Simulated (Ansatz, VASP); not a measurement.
## Ag: VASP beside Ansatz

```
Ag
1.0
     0.00000    2.04275    2.04275
     2.04275    0.00000    2.04275
     2.04275    2.04275    0.00000
Ag
1
Direct
  0.00000 0.00000 0.00000
```

Alike in both runs: task relaxation of cell and atoms; functional PBE; k mesh 11 × 11 × 11; occupations fermi-dirac, width 0.05 eV; no spin polarisation.

```csv
,VASP,Ansatz
version,VASP 6.6.1,Ansatz 0.2.0
potentials or method,"VASP PAW PBE potentials, release 64 (Ag), cutoff 600 eV","all-electron LAPW, scalar-relativistic"
```

Ansatz gave:

```
relaxed volume (Å³/atom)                                     : 17.79
relaxed cell length with the largest relative difference (Å) : 2.930
```

Q: What did VASP give for the same quantities?

A: Relaxed volume (Å³/atom): 17.77; relaxed cell length with the largest relative difference (Å): 2.929.

Ansatz ran all-electron here, and VASP with PAW potentials.
